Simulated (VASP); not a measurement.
Set up this calculation in VASP 6.6.1, as the native input.

* Task: electric field gradients
* Functional: PBE
* Potentials or basis: VASP PAW PBE potentials, release 64 (Si, O)
* Cutoff: 520 eV
* k mesh: 5 × 5 × 4
* Occupations: fermi-dirac, width 0.02 eV
* Spin: no spin polarisation
* Dipole correction: no
* Further INCAR settings: ALGO = Normal; EDIFF = 1e-08; NBANDS = 44

The structure of SiO2 (Cristobalite) lies in POSCAR:

```
SiO2
1.0
    4.6820000000      0.0000000000      0.0000000000
    0.0000000000      4.6820000000      0.0000000000
    0.0000000000      0.0000000000      6.3110000000
Si O
4 8
Direct
    0.3316000000      0.3316000000      0.0000000000
    0.1684000000      0.8316000000      0.2500000000
    0.6684000000      0.6684000000      0.5000000000
    0.8316000000      0.1684000000      0.7500000000
    0.2297000000      0.1648000000      0.2119000000
    0.3352000000      0.7297000000      0.4619000000
    0.7703000000      0.8352000000      0.7119000000
    0.6648000000      0.2703000000      0.9619000000
    0.7297000000      0.3352000000      0.5381000000
    0.8352000000      0.7703000000      0.2881000000
    0.2703000000      0.6648000000      0.0381000000
    0.1648000000      0.2297000000      0.7881000000
```

One way to write it, as run:

INCAR

```
SYSTEM = SiO2
ALGO = Normal
EDIFF = 1E-8
ENCUT = 520
GGA = PE
ISIF = 2
ISMEAR = -1
LASPH = .True.
LCHARG = .False.
LEFG = .True.
LREAL = .False.
LWAVE = .False.
NBANDS = 44
NELM = 60
PREC = Accurate
SIGMA = 0.02
```

KPOINTS

```
k-points
0
Gamma
  5 5 4
  0 0 0
```

Potentials or basis: VASP PAW PBE potentials, release 64 (Si, O).

Launch:

```bash
$ cat potpaw_PBE.64/Si/POTCAR potpaw_PBE.64/O/POTCAR > POTCAR
$ mpirun -np 1 vasp_std > vasp.out
```

Results of the run:

```json
{
 "Pressure": "11.9 GPa",
 "Largest force": "0.464 eV/Å",
 "Band gap on the k mesh": "5.98 eV, direct"
}
```

Caveat: without QUAD_EFG the Cq values of the log hold for a quadrupole moment of 1 mb, not for the nuclei.

It took 2.1 min on 1 thread of Intel(R) Xeon(R) Platinum 8375C CPU @ 2.90GHz (Ice Lake) (shared host), peak memory 0.26 GiB.
